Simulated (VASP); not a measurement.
# BeZn4O (F-43m) in VASP: single point with PBE

Aim: the single point of BeZn4O with PBE.

All numbers are computed with VASP 6.6.1; they aren't measurements. Logs are shortened: lines on timing, memory, paths and dates and some standing lists are left out, and cuts for length are marked.

## Step 1: The cell of the first run

It takes space group F-43m (No. 216, cubic). Conventional cell: a = 6.971 Å, b = 6.971 Å, c = 6.971 Å, α = 90.00°, β = 90.00°, γ = 90.00°. Be (site symmetry -43m) has 12 Zn at 2.89 Å and 4 O at 3.02 Å within 3.8 Å. Within 3.2 Å of Zn (site symmetry 3m) lie 6 Zn at 2.46 to 2.47 Å and 3 Be at 2.89 Å and 3 O at 2.89 Å. Within 3.8 Å of O (site symmetry -43m) lie 12 Zn at 2.89 Å and 4 Be at 3.02 Å.

The cell was generated, and may not be a known phase.

## Step 2: Single point, PBE, collinear spin, ferromagnetic start

Input file INCAR:

```
SYSTEM = BeZn4O
ALGO = Normal
EDIFF = 1E-7
ENCUT = 520
GGA = PE
ISIF = 2
ISMEAR = 0
ISPIN = 2
LASPH = .TRUE.
LCHARG = .FALSE.
LORBIT = 11
LREAL = .FALSE.
LWAVE = .FALSE.
MAGMOM = 0.2 0 0 0 0 0.82
NBANDS = 41
NELM = 150
PREC = Accurate
SIGMA = 0.1
```

Input file KPOINTS:

```
k-points
0
G
  10 10 10
  0 0 0
```

Input file POSCAR:

```
BeZn4O
1.0
    0.0000000000      3.4853281262      3.4853281262
    3.4853281262      0.0000000000      3.4853281262
    3.4853281262      3.4853281262      0.0000000000
Be Zn O
1 4 1
Direct
    0.2500000000      0.2500000000      0.2500000000
    0.6248070885      0.6248070885      0.1255787345
    0.6248070885      0.1255787345      0.6248070885
    0.1255787345      0.6248070885      0.6248070885
    0.6248070885      0.6248070885      0.6248070885
    0.0000000000      0.0000000000      0.0000000000
```

Potentials or basis: VASP PAW PBE potentials, release 64 (Be, Zn, O).

The run is started by

```
$ cat potpaw_PBE.64/Be/POTCAR potpaw_PBE.64/Zn/POTCAR potpaw_PBE.64/O/POTCAR > POTCAR
$ mpirun -np 1 vasp_std > vasp.out
```

OUTCAR:

```text
SYSTEM = BeZn4O
   EDIFF = 1E-7
   ENCUT = 520
   GGA = PE
   ISIF = 2
   ISMEAR = 0
   ISPIN = 2
   LASPH = .TRUE.
   LORBIT = 11
   LREAL = .FALSE.
   NELM = 150
   PREC = Accurate

 ion  position               nearest neighbor table
   1  0.250  0.250  0.250-
   2  0.625  0.625  0.126-   3 2.46   4 2.46   5 2.46   3 2.47   4 2.47   5 2.47
   3  0.625  0.126  0.625-   2 2.46   4 2.46   5 2.46   4 2.47   2 2.47   5 2.47
   4  0.126  0.625  0.625-   2 2.46   3 2.46   5 2.46   3 2.47   2 2.47   5 2.47
   5  0.625  0.625  0.625-   2 2.46   3 2.46   4 2.46   4 2.47   3 2.47   2 2.47
   6  0.000  0.000  0.000-

  LATTYP: Found a face centered cubic cell.
 ALAT       =     6.9706562524

  Lattice vectors:

 A1 = (   0.0000000000,   3.4853281262,   3.4853281262)
 A2 = (   3.4853281262,   0.0000000000,   3.4853281262)
 A3 = (   3.4853281262,   3.4853281262,   0.0000000000)

Analysis of symmetry for initial positions (statically):
=====================================================================
 Subroutine PRICEL returns:
 Original cell was already a primitive cell.

 Routine SETGRP: Setting up the symmetry group for a
 face centered cubic supercell.

 Subroutine GETGRP returns: Found 24 space group operations
 (whereof 24 operations were pure point group operations)
 out of a pool of 48 trial point group operations.

The static configuration has the point symmetry T_d .

Analysis of symmetry for dynamics (positions and initial velocities):
=====================================================================
 Subroutine PRICEL returns:
 Original cell was already a primitive cell.

 Routine SETGRP: Setting up the symmetry group for a
 face centered cubic supercell.

 Subroutine GETGRP returns: Found 24 space group operations
 (whereof 24 operations were pure point group operations)
 out of a pool of 48 trial point group operations.

The dynamic configuration has the point symmetry T_d .

Analysis of structural, dynamic, and magnetic symmetry:
=====================================================================
 Subroutine PRICEL returns:
 Original cell was already a primitive cell.

 Routine SETGRP: Setting up the symmetry group for a
 face centered cubic supercell.

 Subroutine GETGRP returns: Found 24 space group operations
 (whereof 24 operations were pure point group operations)
 out of a pool of 48 trial point group operations.

The overall configuration has the point symmetry T_d .

 Subroutine INISYM returns: Found 24 space group operations
 (whereof 24 operations are pure point group operations),
 and found     1 'primitive' translations

----------------------------------------------------------------------------------------

                                     Primitive cell

  volume of cell :      84.6761

  direct lattice vectors                    reciprocal lattice vectors
     0.000000000  3.485328126  3.485328126    -0.143458516  0.143458516  0.143458516
     3.485328126  0.000000000  3.485328126     0.143458516 -0.143458516  0.143458516
     3.485328126  3.485328126  0.000000000     0.143458516  0.143458516 -0.143458516

  length of vectors
     4.928998305  4.928998305  4.928998305     0.248477438  0.248477438  0.248477438

  position of ions in fractional coordinates (direct lattice)
     0.250000000  0.250000000  0.250000000
     0.624807088  0.624807088  0.125578735
     0.624807088  0.125578735  0.624807088
     0.125578735  0.624807088  0.624807088
     0.624807088  0.624807088  0.624807088
     0.000000000  0.000000000  0.000000000

  ion indices of the primitive-cell ions
   primitive index   ion index
                 1           1
                 2           2
                 3           3
                 4           4
                 5           5
                 6           6

----------------------------------------------------------------------------------------

 KPOINTS: k-points

Automatic generation of k-mesh.
 Grid dimensions read from file:
 generate k-points for:   10   10   10

 Generating k-lattice:
[... 41 lines left out ...]
  0.300000  0.300000  0.000000      6.000000
  0.400000  0.300000  0.000000     24.000000
 [... further k-points ...]
   k-points           NKPTS =     47   k-points in BZ     NKDIM =     47   number of bands    NBANDS=     41
   number of dos      NEDOS =    301   number of ions     NIONS =      6
   total plane-waves  NPLWV =  64000
   dimension x,y,z NGX =    40 NGY =   40 NGZ =   40
   dimension x,y,z NGXF=    80 NGYF=   80 NGZF=   80
   ions per type =               1   4   1
   NGX,Y,Z   is equivalent  to a cutoff of  13.49, 13.49, 13.49 a.u.
   NGXF,Y,Z  is equivalent  to a cutoff of  26.98, 26.98, 26.98 a.u.
 SYSTEM =  BeZn4O
   PREC   = accura    normal or accurate (medium, high low for compatibility)
   ISTART =      0    job   : 0-new  1-cont  2-samecut
   ICHARG =      2    charge: 1-file 2-atom 10-const
   ISPIN  =      2    spin polarized calculation?
   LNONCOLLINEAR =      F non collinear calculations
   LSORBIT =      F    spin-orbit coupling
   LASPH  =      T    aspherical Exc in radial PAW
   ENCUT  =  520.0 eV  38.22 Ry    6.18 a.u.   9.16  9.16  9.16*2*pi/ulx,y,z
   NELM   =    150;   NELMIN=  2; NELMDL= -5     # of ELM steps
   EDIFF  = 0.1E-06   stopping-criterion for ELM
   LREAL  =      F    real-space projection
   EDIFFG = 0.1E-05   stopping-criterion for IOM
   NSW    =      0    number of steps for IOM
   IBRION =     -1    ionic relax: 0-MD 1-quasi-New 2-CG
   NFREE  =      0    steps in history (QN), initial steepest desc. (CG)
   ISIF   =      2    stress and relaxation
   ISYM   =      2    0-nonsym 1-usesym 2-fastsym
   POTIM  = 0.5000    time-step for ionic-motion
   TEBEG  =    0.0;   TEEND  =   0.0 temperature during run
   PSTRESS=    0.0 pullay stress
   NELECT =      56.0000    total number of electrons
   NUPDOWN=      -1.0000    fix difference up-down
   EMIN   =  10.00;   EMAX   =-10.00  energy-range for DOS
   EFERMI =   0.00;   METHOD = LEGACY
   ISMEAR =     0;   SIGMA  =   0.10  broadening in eV -4-tet -1-fermi 0-gaus
   EFERMI_NEDOS =   21; number of points for ismear=-14 and -15
   IALGO  =     38    algorithm
   IMIX   =      4    mixing-type and parameters
     AMIX     =   0.40;   BMIX     =  1.00
     AMIX_MAG =   1.60;   BMIX_MAG =  1.00
  volume/ion in A,a.u.               =      14.11        95.24
  Fermi-wavevector in a.u.,A,eV,Ry     =   1.426321  2.695355 27.679565  2.034391
  Thomas-Fermi vector in A             =   2.546610
   LORBIT       =     11    0 simple, 1 ext, 2 COOP (PROOUT), +10 PAW based schemes
   GGA     = PE    functional components
   LHFCALC =     F    Hartree Fock is set to
   AEXX    =    0.0000 exact exchange contribution
   IVDW    =     0    specifies the selected vdW correction
   LEPSILON=     F    determine dielectric tensor
   LRPA    =     F    only Hartree local field effects (RPA)
 spin polarized calculation
 Gauss-broadening in eV      SIGMA  =   0.10
  energy-cutoff  :      520.00
  volume of cell :       84.68
 maximum number of plane-waves:      2301
 NGX is ok and might be reduce to    40
   NGX = 19   NGY = 19   NGZ = 19

 number of electron      55.9999971 magnetization       0.0070366

 number of electron      55.9999970 magnetization      -0.0007300

 Free energy of the ion-electron system (eV)
  ---------------------------------------------------
  ext. energy  EPLUGINS =         0.00000000
  ---------------------------------------------------
  free energy    TOTEN  =       -10.46643504 eV

  energy without entropy =      -10.44909733  energy(sigma->0) =      -10.45776619

 E-fermi :   2.4825     XC(G=0): -10.9234

 val. band max:        2.4641946326   @ k =   0.4000   0.2000   0.0000
 cond. band min:       2.4832229907   @ k =  -0.4000   0.3000   0.0000
 fundamental gap:      0.0190283581
 Fermi energy:         2.4825146815

 spin component 1

 k-point     1 :       0.0000    0.0000    0.0000
  band No.  band energies     occupation
      1     -13.9220      1.00000
      2      -7.5393      1.00000
      3      -6.0244      1.00000
      4      -6.0244      1.00000
      5      -6.0244      1.00000
      6      -5.6916      1.00000
[... 1021 lines left out ...]
     39      11.7917      0.00000
     40      13.8032      0.00000

 [... further k-points ...]

 spin component 2

 k-point     1 :       0.0000    0.0000    0.0000
  band No.  band energies     occupation
      1     -13.9228      1.00000
      2      -7.5393      1.00000
      3      -6.0244      1.00000
      4      -6.0244      1.00000
      5      -6.0244      1.00000
      6      -5.6917      1.00000
[... 1021 lines left out ...]
     39      11.7916      0.00000
     40      13.8031      0.00000

 [... further k-points ...]

 [bands above 40 left out]

------------------------ aborting loop because EDIFF is reached ----------------------------------------

  FORCE on cell =-STRESS in cart. coord.  units (eV):
  Direction    XX          YY          ZZ          XY          YZ          ZX
  --------------------------------------------------------------------------------------
  -------------------------------------------------------------------------------------
  Total        0.1593328      0.1593328      0.1593328     -0.0000000     -0.0000000     -0.0000000
  in kB        3.0147734      3.0147734      3.0147734     -0.0000000     -0.0000000     -0.0000000
  external PRESSURE =       3.0147734 kB  Pullay stress =       0.0000000 kB

 VOLUME and BASIS-vectors are now :
 -----------------------------------------------------------------------------
  energy-cutoff  :      520.00
  volume of cell :       84.68
      direct lattice vectors                 reciprocal lattice vectors
     0.000000000  3.485328126  3.485328126    -0.143458516  0.143458516  0.143458516
     3.485328126  0.000000000  3.485328126     0.143458516 -0.143458516  0.143458516
     3.485328126  3.485328126  0.000000000     0.143458516  0.143458516 -0.143458516

 POSITION                                       TOTAL-FORCE (eV/Angst)
 -----------------------------------------------------------------------------------
      1.74266      1.74266      1.74266        -0.000000     -0.000000     -0.000000
      2.61534      2.61534      4.35532        -0.000246     -0.000246      0.000246
      2.61534      4.35532      2.61534        -0.000246      0.000246     -0.000246
      4.35532      2.61534      2.61534         0.000246     -0.000246     -0.000246
      4.35532      4.35532      4.35532         0.000246      0.000246      0.000246
      0.00000      0.00000      0.00000        -0.000000     -0.000000     -0.000000
 -----------------------------------------------------------------------------------
    total drift:                                0.000000      0.000000      0.000000

  FREE ENERGIE OF THE ION-ELECTRON SYSTEM (eV)
  ---------------------------------------------------
  free  energy   TOTEN  =       -10.4664350434 eV

  energy  without entropy=      -10.4490973307  energy(sigma->0) =      -10.45776619

 total charge

# of ion       s       p       d       tot
------------------------------------------
    1        0.374   0.314   0.000   0.688
    2        0.619   0.482   9.735  10.837
    3        0.619   0.482   9.735  10.837
    4        0.619   0.482   9.735  10.837
    5        0.619   0.482   9.735  10.837
    6        1.611   3.130   0.000   4.741
--------------------------------------------------
tot          4.463   5.374  38.941  48.778

 magnetization (x)

# of ion       s       p       d       tot
------------------------------------------
    1       -0.000  -0.000   0.000  -0.000
    2       -0.000  -0.000  -0.000  -0.000
    3       -0.000  -0.000  -0.000  -0.000
    4       -0.000  -0.000  -0.000  -0.000
    5       -0.000  -0.000  -0.000  -0.000
    6       -0.000  -0.000   0.000  -0.000
--------------------------------------------------
tot         -0.000  -0.000  -0.000  -0.000
```

It took 14 min on 1 thread of Intel Xeon 8259CL, shared host; peak memory 0.44 GiB.

What came out:

- Free energy: -10.4664 eV
- Pressure: 0.3 GPa
- Band gap on the k mesh: zero (filled and empty bands overlap)
- Net moment: 0.00 μB per cell
- Valence electrons inside the program's atomic spheres: Be 0.69; Zn 10.84; O 4.74

Caveat: semilocal functionals underestimate gaps, and a narrow one can read as zero.
